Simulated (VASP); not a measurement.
Write the native input for VASP 6.6.1 that does the following.

- Task: single point
- Functional: PBEsol
- Potentials or basis: VASP PAW PBE potentials, release 64 (Ca_sv, Au)
- Cutoff: 520 eV
- k mesh: 10 × 10 × 10
- Occupations: gaussian, width 0.1 eV
- Spin: no spin polarisation
- Dipole correction: no
- Further INCAR settings: ALGO = Fast; EDIFF = 1e-06; NBANDS = 30

The structure of CaAu3 lies in POSCAR:

```
CaAu3
1.0
    0.0000000000      3.4063675485      3.4063675485
    3.4063675485      0.0000000000      3.4063675485
    3.4063675485      3.4063675485      0.0000000000
Ca Au
1 3
Direct
    0.0000000000      0.0000000000      0.0000000000
    0.2500000000      0.2500000000      0.2500000000
    0.7500000000      0.7500000000      0.7500000000
    0.5000000000      0.5000000000      0.5000000000
```

This cell differs from its parent crystal: strained.

These files were run (other wordings do the same):

INCAR

```
  ALGO = Fast
  EDIFF = 1E-6
  ENCUT = 520
  GGA = PS
  ISIF = 2
  ISMEAR = 0
  LASPH = T
  LCHARG = F
  LREAL = F
  LWAVE = F
  NBANDS = 30
  NELM = 60
  PREC = Accurate
  SIGMA = 0.1
```

KPOINTS

```
k-points
0
Gamma
  10 10 10
```

Potentials or basis: VASP PAW PBE potentials, release 64 (Ca_sv, Au).

Launch:

```console
$ cat potpaw_PBE.64/Ca_sv/POTCAR potpaw_PBE.64/Au/POTCAR > POTCAR
$ mpirun -np 1 vasp_std > vasp.out
```

Results of the run:

```
Pressure : -2.0 GPa
```

Caveat: the cell differs from its parent crystal (strained); the PAW data sets were made with another functional, which shifts forces and pressure a little.

It took 3 min on 1 thread of Oxide Virtual Turin-like Processor, on a shared host, peak memory 0.23 GiB.
